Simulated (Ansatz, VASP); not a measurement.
**Two plane-wave programs on La3Si2F**

```
La Si F
1.0
     5.38646    0.00000    0.00000
     0.00000    5.38646    0.00000
     0.00000    0.00000    4.85512
La Si F
3 2 1
Direct
  0.00000 0.50000 0.50000
  0.50000 0.00000 0.50000
  0.50000 0.50000 0.50000
  0.00000 0.00000 0.23841
  0.00000 0.00000 0.76159
  0.50000 0.50000 0.00000
```

Alike in both runs: task relaxation of cell and atoms; functional PBE; k mesh 4 × 4 × 4; occupations gaussian, width 0.1 eV; no spin polarisation.

|  | VASP | Ansatz |
| --- | --- | --- |
| version | VASP 6.6.1 | Ansatz 0.2.0 |
| potentials or method | VASP PAW PBE potentials, release 64 (La, Si, F), cutoff 600 eV | scalar-relativistic, plane waves, PAW |
| valence electrons in the cell | 48 | 48 |

```csv
,VASP,Ansatz,Ansatz less VASP
"gap on the k mesh at the Fermi level, each at its own relaxed structure (eV)",none,none,-
relaxed volume (Å³/atom),29.08,29.07,-0.008
relaxed cell length with the largest relative difference (Å),4.841,4.849,+0.0085
```

A gap of «none» marks a metal or a gap that the smearing closes.

Neither program's run includes spin-orbit coupling. Noted on VASP's run: the volume moved by over 15 % at a fixed basis, so the end points are rough.
